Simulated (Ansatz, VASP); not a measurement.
## GaN in VASP and in Ansatz

```
Ga N
1.0
     0.00000    1.99250    1.99250
     1.99250    0.00000    1.99250
     1.99250    1.99250    0.00000
Ga N
1 1
Direct
  0.50000 0.50000 0.50000
  0.00000 0.00000 0.00000
```

Alike in both runs: task single point; functional PBEsol; k mesh 13 × 13 × 13; occupations fermi-dirac, width 0.02 eV; no spin polarisation.

|  | VASP | Ansatz |
| --- | --- | --- |
| version | VASP 6.6.1 | Ansatz 0.2.0 |
| potentials or method | VASP PAW PBE potentials, release 64 (Ga_d, N), cutoff 520 eV | all-electron LAPW, scalar-relativistic |

Ansatz gave:

```
gap on the k mesh at the Fermi level (eV) : 1.83
```

Task: Which values does VASP return?

Result: gap on the k mesh at the Fermi level (eV): 1.82.

VASP's potentials were made for PBE, not for PBEsol. Ansatz ran all-electron here, and VASP with PAW potentials.
